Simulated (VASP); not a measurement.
Write the native input for VASP 6.6.1 that does the following.

```yaml
Task: single point
Functional: LDA
Potentials_or_basis: VASP PAW LDA potentials, release 64 (Cd_sv_GW)
Cutoff: 630 eV
k_mesh: 6 × 6 × 6
Occupations: gaussian, width 0.1 eV
Spin: no spin polarisation
Dipole_correction: no
Further_INCAR_settings: ALGO = Normal; EDIFF = 1e-06; NBANDS = 27
```

The structure of Cd lies in POSCAR:

```
Cd
1.0
    0.0000000000      2.8578798667      2.8578798667
    2.8578798667      0.0000000000      2.8578798667
    2.8578798667      2.8578798667      0.0000000000
Cd
2
Direct
    0.0000000000      0.0000000000      0.0000000000
    0.2500000000      0.2500000000      0.2500000000
```

This isn't the form of Cd at room conditions, which is hcp.

The input as run:

INCAR

```
SYSTEM = Cd
PREC = Accurate ; ENCUT = 630
EDIFF = 1E-6 ; ISMEAR = 0
SIGMA = 0.1 ; LREAL = .False.
LASPH = .True. ; NELM = 120
ALGO = Normal ; ISIF = 2
LWAVE = .False. ; LCHARG = .True.
LELF = .True. ; LVHAR = .True.
NBANDS = 27 ; GGA_COMPAT = .False.
```

KPOINTS

```
regular mesh
0
Gamma
  6 6 6
  0 0 0
```

Potentials or basis: VASP PAW LDA potentials, release 64 (Cd_sv_GW).

The run is started by

```console
$ cat potpaw_LDA.64/Cd_sv_GW/POTCAR > POTCAR
$ mpirun -np 1 vasp_std > vasp.out
```

It gave:

```
Pressure               : 20.1 GPa
Band gap on the k mesh : zero (bands 20 and 21 overlap by 7.82 eV)
```

Caveat: the cell stands under pressure.

It took 35 s on 1 thread of Intel(R) Xeon(R) Platinum 8375C CPU @ 2.90GHz (Ice Lake), on a shared host, peak memory 0.18 GiB.
